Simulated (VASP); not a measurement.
# V3Re (Fm-3m) in VASP: a series of runs

The runs below take V3Re through single point, with LDA.

Program: VASP 6.6.1. These are calculated values, not measurements. Logs are shortened: lines on timing, memory, paths and dates and some standing lists are left out, and cuts for length are marked.

## (1) The cell of the first run

It takes space group Fm-3m (No. 225, cubic). The conventional cell has a = 6.003 Å, b = 6.003 Å, c = 6.003 Å, α = 90.00°, β = 90.00°, γ = 90.00°. Within 3.4 Å of V (site symmetry -43m) lie 4 Re at 2.60 Å and 10 V at 2.60 to 3.00 Å. V (site symmetry m-3m) has 8 V at 2.60 Å and 6 Re at 3.00 Å within 3.4 Å. Re (site symmetry m-3m) has 14 V at 2.60 to 3.00 Å within 3.4 Å.

## (2) Single point, LDA, collinear spin, ferromagnetic start

The input, INCAR:

```
SYSTEM = V3Re
  ALGO = Normal
  EDIFF = 1E-7
  ENCUT = 520
  GGA = CA
  ISIF = 2
  ISMEAR = -1
  ISPIN = 2
  LASPH = .TRUE.
  LCHARG = .FALSE.
  LMAXMIX = 4
  LORBIT = 11
  LREAL = .FALSE.
  LWAVE = .FALSE.
  MAGMOM = 1 1 1 0
  NBANDS = 35
  NELM = 150
  PREC = Accurate
  SIGMA = 0.1
```

The input, KPOINTS:

```
k-points
0
G
  7 7 7
  0 0 0
```

The input, POSCAR:

```
V3Re
1.0
    0.0000000000      3.0014490000      3.0014490000
    3.0014490000      0.0000000000      3.0014490000
    3.0014490000      3.0014490000      0.0000000000
V Re
3 1
Direct
    0.7500000000      0.7500000000      0.7500000000
    0.2500000000      0.2500000000      0.2500000000
    0.0000000000      0.0000000000      0.0000000000
    0.5000000000      0.5000000000      0.5000000000
```

Potentials or basis: VASP PAW LDA potentials, release 64 (V_sv, Re).

Launch:

```
$ cat potpaw_LDA.64/V_sv/POTCAR potpaw_LDA.64/Re/POTCAR > POTCAR
$ mpirun -np 1 vasp_std > vasp.out
```

OUTCAR:

```text
SYSTEM = V3Re
   EDIFF = 1E-7
   ENCUT = 520
   GGA = CA
   ISIF = 2
   ISMEAR = -1
   ISPIN = 2
   LASPH = .TRUE.
   LORBIT = 11
   LREAL = .FALSE.
   NELM = 150
   PREC = Accurate

 ion  position               nearest neighbor table
   1  0.750  0.750  0.750-   4 2.60   4 2.60   4 2.60   3 2.60   4 2.60   3 2.60   3 2.60   3 2.60

   2  0.250  0.250  0.250-   3 2.60   3 2.60   3 2.60   3 2.60   4 2.60   4 2.60   4 2.60   4 2.60

   3  0.000  0.000  0.000-   1 2.60   1 2.60   1 2.60   1 2.60   2 2.60   2 2.60   2 2.60   2 2.60
                             4 3.00   4 3.00   4 3.00   4 3.00   4 3.00   4 3.00
   4  0.500  0.500  0.500-   2 2.60   2 2.60   2 2.60   1 2.60   2 2.60   1 2.60   1 2.60   1 2.60
                             3 3.00   3 3.00   3 3.00   3 3.00   3 3.00   3 3.00

  LATTYP: Found a face centered cubic cell.
 ALAT       =     6.0028980000

  Lattice vectors:

 A1 = (   0.0000000000,   3.0014490000,   3.0014490000)
 A2 = (   3.0014490000,   0.0000000000,   3.0014490000)
 A3 = (   3.0014490000,   3.0014490000,   0.0000000000)

Analysis of symmetry for initial positions (statically):
=====================================================================
 Subroutine PRICEL returns:
 Original cell was already a primitive cell.

 Routine SETGRP: Setting up the symmetry group for a
 face centered cubic supercell.

 Subroutine GETGRP returns: Found 48 space group operations
 (whereof 48 operations were pure point group operations)
 out of a pool of 48 trial point group operations.

The static configuration has the point symmetry O_h .

Analysis of symmetry for dynamics (positions and initial velocities):
=====================================================================
 Subroutine PRICEL returns:
 Original cell was already a primitive cell.

 Routine SETGRP: Setting up the symmetry group for a
 face centered cubic supercell.

 Subroutine GETGRP returns: Found 48 space group operations
 (whereof 48 operations were pure point group operations)
 out of a pool of 48 trial point group operations.

The dynamic configuration has the point symmetry O_h .

Analysis of structural, dynamic, and magnetic symmetry:
=====================================================================
 Subroutine PRICEL returns:
 Original cell was already a primitive cell.

 Routine SETGRP: Setting up the symmetry group for a
 face centered cubic supercell.

 Subroutine GETGRP returns: Found 48 space group operations
 (whereof 48 operations were pure point group operations)
[... 126 lines left out ...]
   GGA     = CA    functional components
   LHFCALC =     F    Hartree Fock is set to
   AEXX    =    0.0000 exact exchange contribution
   IVDW    =     0    specifies the selected vdW correction
   LEPSILON=     F    determine dielectric tensor
   LRPA    =     F    only Hartree local field effects (RPA)
 spin polarized calculation
  energy-cutoff  :      520.00
  volume of cell :       54.08
 maximum number of plane-waves:      1468
   NGX = 15   NGY = 15   NGZ = 15

 number of electron      46.0000025 magnetization      -0.0001996

 number of electron      46.0000025 magnetization       0.0000526

 Free energy of the ion-electron system (eV)
  ---------------------------------------------------
  ext. energy  EPLUGINS =         0.00000000
  ---------------------------------------------------
  free energy    TOTEN  =       -44.68242538 eV

  energy without entropy =      -44.56625936  energy(sigma->0) =      -44.62434237

 E-fermi :   9.3155     XC(G=0): -13.5056

 val. band max:        9.3124143488   @ k =  -0.4286   0.4286   0.0000
 cond. band min:       9.3237528855   @ k =  -0.4286   0.4286   0.1429
 fundamental gap:      0.0113385367
 Fermi energy:         9.3155130241

 spin component 1

 k-point     1 :       0.0000    0.0000    0.0000
  band No.  band energies     occupation
      1     -53.7445      1.00000
      2     -53.6184      1.00000
      3     -53.4702      1.00000
      4     -28.0773      1.00000
      5     -28.0773      1.00000
      6     -28.0773      1.00000
[... 749 lines left out ...]
     34      13.2598      0.00000
     35      13.2910      0.00000
 Fermi energy:         9.3155130241

 spin component 2

 k-point     1 :       0.0000    0.0000    0.0000
  band No.  band energies     occupation
      1     -53.7444      1.00000
      2     -53.6184      1.00000
      3     -53.4701      1.00000
      4     -28.0773      1.00000
      5     -28.0773      1.00000
      6     -28.0773      1.00000
[... 749 lines left out ...]
     34      13.2600      0.00000
     35      13.2910      0.00000

------------------------ aborting loop because EDIFF is reached ----------------------------------------

  FORCE on cell =-STRESS in cart. coord.  units (eV):
  Direction    XX          YY          ZZ          XY          YZ          ZX
  --------------------------------------------------------------------------------------
  -------------------------------------------------------------------------------------
  Total       -3.8189338     -3.8189338     -3.8189338     -0.0000000     -0.0000000     -0.0000000
  in kB     -113.1435539   -113.1435539   -113.1435539     -0.0000000     -0.0000000     -0.0000000
  external PRESSURE =    -113.1435539 kB  Pullay stress =       0.0000000 kB

 VOLUME and BASIS-vectors are now :
 -----------------------------------------------------------------------------
  energy-cutoff  :      520.00
  volume of cell :       54.08
      direct lattice vectors                 reciprocal lattice vectors
     0.000000000  3.001449000  3.001449000    -0.166586206  0.166586206  0.166586206
     3.001449000  0.000000000  3.001449000     0.166586206 -0.166586206  0.166586206
     3.001449000  3.001449000  0.000000000     0.166586206  0.166586206 -0.166586206

 POSITION                                       TOTAL-FORCE (eV/Angst)
 -----------------------------------------------------------------------------------
      4.50217      4.50217      4.50217        -0.000000     -0.000000      0.000000
      1.50072      1.50072      1.50072         0.000000      0.000000     -0.000000
      0.00000      0.00000      0.00000        -0.000000     -0.000000      0.000000
      3.00145      3.00145      3.00145        -0.000000     -0.000000      0.000000
 -----------------------------------------------------------------------------------
    total drift:                                0.000000     -0.000000      0.000000

  FREE ENERGIE OF THE ION-ELECTRON SYSTEM (eV)
  ---------------------------------------------------
  free  energy   TOTEN  =       -44.6824253811 eV

  energy  without entropy=      -44.5662593587  energy(sigma->0) =      -44.62434237

 total charge

# of ion       s       p       d       tot
------------------------------------------
    1        2.340   6.252   3.137  11.730
    2        2.340   6.252   3.137  11.730
    3        2.324   6.223   3.129  11.677
    4        0.673   0.592   4.904   6.168
--------------------------------------------------
tot          7.677  19.319  14.308  41.304

 magnetization (x)

# of ion       s       p       d       tot
------------------------------------------
    1        0.000   0.000   0.000   0.000
    2        0.000   0.000   0.000   0.000
    3        0.000   0.000   0.000   0.000
    4       -0.000  -0.000  -0.000  -0.000
--------------------------------------------------
tot          0.000   0.000   0.000   0.000
```

OSZICAR:

```text
N       E                     dE             d eps       ncg     rms          rms(c)
DAV:   1     0.625108427131E+03    0.62511E+03   -0.24208E+04  2944   0.150E+03
DAV:   2    -0.189990554133E+02   -0.64411E+03   -0.61196E+03  3619   0.569E+02
DAV:   3    -0.490555789734E+02   -0.30057E+02   -0.28467E+02  4346   0.152E+02
DAV:   4    -0.497510544819E+02   -0.69548E+00   -0.68899E+00  3959   0.185E+01
DAV:   5    -0.497640226265E+02   -0.12968E-01   -0.12961E-01  3607   0.289E+00    0.449E+01
DAV:   6    -0.471517128607E+02    0.26123E+01   -0.29814E+01  4161   0.448E+01    0.196E+01
DAV:   7    -0.460057923540E+02    0.11459E+01   -0.10198E+01  4416   0.371E+01    0.119E+01
DAV:   8    -0.455826951140E+02    0.42310E+00   -0.35758E+00  4148   0.235E+01    0.963E+00
DAV:   9    -0.447097515004E+02    0.87294E+00   -0.98176E-01  4043   0.104E+01    0.302E+00
DAV:  10    -0.446850070499E+02    0.24744E-01   -0.10062E-01  3449   0.276E+00    0.922E-01
DAV:  11    -0.446830634151E+02    0.19436E-02   -0.71591E-03  4373   0.895E-01    0.602E-01
DAV:  12    -0.446824171338E+02    0.64628E-03   -0.22502E-03  3469   0.429E-01    0.317E-01
DAV:  13    -0.446824410700E+02   -0.23936E-04   -0.70351E-04  4314   0.214E-01    0.900E-02
DAV:  14    -0.446824309610E+02    0.10109E-04   -0.24906E-05  4071   0.589E-02    0.317E-02
DAV:  15    -0.446824256762E+02    0.52848E-05   -0.32452E-05  4229   0.530E-02    0.189E-02
DAV:  16    -0.446824253706E+02    0.30559E-06   -0.28834E-06  4095   0.153E-02    0.291E-03
DAV:  17    -0.446824253811E+02   -0.10454E-07   -0.39453E-08  1788   0.277E-03
   1 F= -.44682425E+02 E0= -.44624342E+02  d E =-.116166E+00  mag=     0.0000
```

stdout:

```text
POSCAR found type information on POSCAR V Re
 POSCAR found :  2 types and       4 ions
 scaLAPACK will be used
 LDA part: xc-table for (Slater(with rela. corr.)+CA(PZ))
 , standard interpolation
 POSCAR, INCAR and KPOINTS ok, starting setup
 FFT: planning ... GRIDC
 FFT: planning ... GRID_SOFT
 FFT: planning ... GRID
 WAVECAR not read
 entering main loop
```

It took 2.7 min on 1 thread of Oxide Virtual Turin-like, shared host; peak memory 0.16 GiB.

Results:

```
Free energy                                           : -44.6824 eV
Pressure                                              : -11.3 GPa
Band gap on the k mesh                                : zero (filled and empty bands overlap)
Net moment                                            : 0.00 μB per cell
Valence electrons inside the program's atomic spheres : V 11.73, 11.68 (each value once); Re 6.17
```

Levels at points of the mesh, in eV from the Fermi level:
Spin up:
| k point | band 20 | band 21 | band 22 | band 23 | band 24 | band 25 | band 26 | band 27 |
| --- | --- | --- | --- | --- | --- | --- | --- | --- |
| (0.00, 0.00, 0.00) | -1.28 | -1.28 | -0.01 | -0.01 | -0.01 | 2.19 | 2.19 | 2.57 |
Spin down:
| k point | band 21 | band 22 | band 23 | band 24 | band 25 | band 26 |
| --- | --- | --- | --- | --- | --- | --- |
| (0.00, 0.00, 0.00) | -1.28 | -0.01 | -0.01 | -0.01 | 2.19 | 2.19 |

Caveat: the cell stands under tension; the moments typed at the start vanished in this run; spin-orbit coupling is left out, which moves the levels of the heavy elements.

## (3) Single point, LDA, collinear spin, ferromagnetic start

This run uses another cell than the first one, of 13.86 Å³/atom.

The input, INCAR:

```
PREC = Accurate ; ENCUT = 520
EDIFF = 1E-6 ; ISMEAR = -1
SIGMA = 0.1 ; LREAL = F
LASPH = T ; NELM = 150
ALGO = Normal ; ISIF = 2
LWAVE = F ; LCHARG = T
ISPIN = 2 ; MAGMOM = 1 1 1 0
LORBIT = 11 ; LMAXMIX = 4
GGA = CA ; LELF = T
LVHAR = T ; NBANDS = 35
```

The input, KPOINTS:

```
regular mesh
0
Gamma
  7 7 7
```

The input, POSCAR:

```
V3Re
1.0
    0.0000000000      3.0262554886      3.0262554886
    3.0262554886      0.0000000000      3.0262554886
    3.0262554886      3.0262554886      0.0000000000
V Re
3 1
Direct
    0.7500000000      0.7500000000      0.7500000000
    0.2500000000      0.2500000000      0.2500000000
    0.0000000000      0.0000000000      0.0000000000
    0.5000000000      0.5000000000      0.5000000000
```

Potentials or basis: VASP PAW LDA potentials, release 64 (V_sv, Re).

Launch:

```
$ cat potpaw_LDA.64/V_sv/POTCAR potpaw_LDA.64/Re/POTCAR > POTCAR
$ mpirun -np 1 vasp_std > vasp.out
```

It took 2 min on 1 thread of Oxide Virtual Turin-like, shared host; peak memory 0.17 GiB.

It converged, with:

| Item | Value |
| --- | --- |
| Free energy | -44.5656 eV |
| Pressure | -16.4 GPa |
| Band gap on the k mesh | zero (filled and empty bands overlap) |
| Net moment | 0.00 μB per cell |
| Valence electrons inside the program's atomic spheres | V 11.68, 11.63 (each value once); Re 6.10 |

Levels at points of the mesh, in eV from the Fermi level:
Spin up:
```
           k point  band 20  band 21  band 22  band 23  band 24  band 25  band 26  band 27
(0.00, 0.00, 0.00)    -1.25    -1.25     0.00     0.00     0.00     2.13     2.13     2.49
```
Spin down:
| k point | band 20 | band 21 | band 22 | band 23 | band 24 | band 25 | band 26 | band 27 |
| --- | --- | --- | --- | --- | --- | --- | --- | --- |
| (0.00, 0.00, 0.00) | -1.25 | -1.25 | 0.00 | 0.00 | 0.00 | 2.13 | 2.13 | 2.49 |

Caveat: the cell stands under tension; the moments typed at the start vanished in this run; spin-orbit coupling is left out, which moves the levels of the heavy elements.

## (4) Single point, LDA, collinear spin, ferromagnetic start

This run uses another cell than the first one, of 14.20 Å³/atom.

The input, INCAR:

```
PREC = Accurate
ENCUT = 520
EDIFF = 1E-6
ISMEAR = -1
SIGMA = 0.1
LREAL = False
LASPH = True
NELM = 150
ALGO = Normal
ISIF = 2
LWAVE = False
LCHARG = False
ISPIN = 2
MAGMOM = 1 1 1 0
LORBIT = 11
LMAXMIX = 4
GGA = CA
NBANDS = 35
```

KPOINTS is that of step 3.

The input, POSCAR:

```
V3Re
1.0
    0.0000000000      3.0506618288      3.0506618288
    3.0506618288      0.0000000000      3.0506618288
    3.0506618288      3.0506618288      0.0000000000
V Re
3 1
Direct
    0.7500000000      0.7500000000      0.7500000000
    0.2500000000      0.2500000000      0.2500000000
    0.0000000000      0.0000000000      0.0000000000
    0.5000000000      0.5000000000      0.5000000000
```

Launch:

```
$ cat potpaw_LDA.64/V_sv/POTCAR potpaw_LDA.64/Re/POTCAR > POTCAR
$ mpirun -np 1 vasp_std > vasp.out
```

It took 2.8 min on 1 thread of Oxide Virtual Turin-like, shared host; peak memory 0.17 GiB.

The run converged. Its results:

| Item | Value |
| --- | --- |
| Free energy | -44.4082 eV |
| Pressure | -20.9 GPa |
| Band gap on the k mesh | zero (filled and empty bands overlap) |
| Net moment | 0.00 μB per cell |
| Valence electrons inside the program's atomic spheres | V 11.63, 11.59 (each value once); Re 6.04 |

Levels at points of the mesh, in eV from the Fermi level:
Spin up:
```csv
k point,band 21,band 22,band 23,band 24,band 25,band 26
"(0.00, 0.00, 0.00)",-1.22,0.01,0.01,0.01,2.07,2.07
```
Spin down:
```csv
k point,band 19,band 20,band 21,band 22,band 23,band 24,band 25,band 26,band 27,band 28
"(0.00, 0.00, 0.00)",-1.22,-1.22,-1.22,0.01,0.01,0.01,2.07,2.07,2.41,2.41
```

Caveat: the cell stands under tension; the moments typed at the start vanished in this run; spin-orbit coupling is left out, which moves the levels of the heavy elements.

## (5) Single point, LDA, collinear spin, ferromagnetic start

This run uses another cell than the first one, of 14.53 Å³/atom.

Edit INCAR of step 4 so:

```diff
@@ -2,3 +2,3 @@
 ENCUT = 520
-EDIFF = 1E-6
+EDIFF = 1E-7
 ISMEAR = -1
```

KPOINTS is that of step 4.

The input, POSCAR:

```
V3Re
1.0
    0.0000000000      3.0746837771      3.0746837771
    3.0746837771      0.0000000000      3.0746837771
    3.0746837771      3.0746837771      0.0000000000
V Re
3 1
Direct
    0.7500000000      0.7500000000      0.7500000000
    0.2500000000      0.2500000000      0.2500000000
    0.0000000000      0.0000000000      0.0000000000
    0.5000000000      0.5000000000      0.5000000000
```

Launch:

```
$ cat potpaw_LDA.64/V_sv/POTCAR potpaw_LDA.64/Re/POTCAR > POTCAR
$ mpirun -np 1 vasp_std > vasp.out
```

Wall time 2.7 min (1 thread of Oxide Virtual Turin-like, shared host); peak memory 0.17 GiB.

The run converged. Its results:

```yaml
Free_energy: -44.2155 eV
Pressure: -24.8 GPa
Band_gap_on_the_k_mesh: zero (filled and empty bands overlap)
Net_moment: 0.00 μB per cell
Valence_electrons_inside_the_program's_atomic_spheres: V 11.59, 11.55 (each value once); Re 5.97
```

Levels at points of the mesh, in eV from the Fermi level:
Spin up:
| k point | band 19 | band 20 | band 21 | band 22 | band 23 | band 24 | band 25 | band 26 | band 27 | band 28 |
| --- | --- | --- | --- | --- | --- | --- | --- | --- | --- | --- |
| (0.00, 0.00, 0.00) | -1.19 | -1.19 | -1.19 | 0.01 | 0.01 | 0.01 | 2.01 | 2.01 | 2.34 | 2.34 |
Spin down:
| k point | band 21 | band 22 | band 23 | band 24 | band 25 | band 26 |
| --- | --- | --- | --- | --- | --- | --- |
| (0.00, 0.00, 0.00) | -1.19 | 0.01 | 0.01 | 0.01 | 2.01 | 2.01 |

Caveat: the cell stands under tension; the moments typed at the start vanished in this run; spin-orbit coupling is left out, which moves the levels of the heavy elements.

## (6) Summary

```tsv
cell	gap on the mesh (eV)	pressure (GPa)	moment (μB)
a = 4.245 Å, angles 60.0°, 4 atoms	none	-11.3	0.00
a = 4.280 Å, angles 60.0°, 4 atoms	none	-16.4	0.00
a = 4.314 Å, angles 60.0°, 4 atoms	none	-20.9	0.00
a = 4.348 Å, angles 60.0°, 4 atoms	none	-24.8	0.00
```

Alike in all rows: task single point; level LDA; potentials or basis VASP PAW LDA potentials, release 64 (V_sv, Re); spin collinear, ferromagnetic start; k mesh 7 × 7 × 7; cutoff (eV) 520; smearing fermi-dirac 0.1 eV.

Caveats: the cell stands under tension; the moments typed at the start vanished in this run; spin-orbit coupling is left out, which moves the levels of the heavy elements.

Total energies depend on the potentials used, so only differences within one code and one set of settings carry meaning.
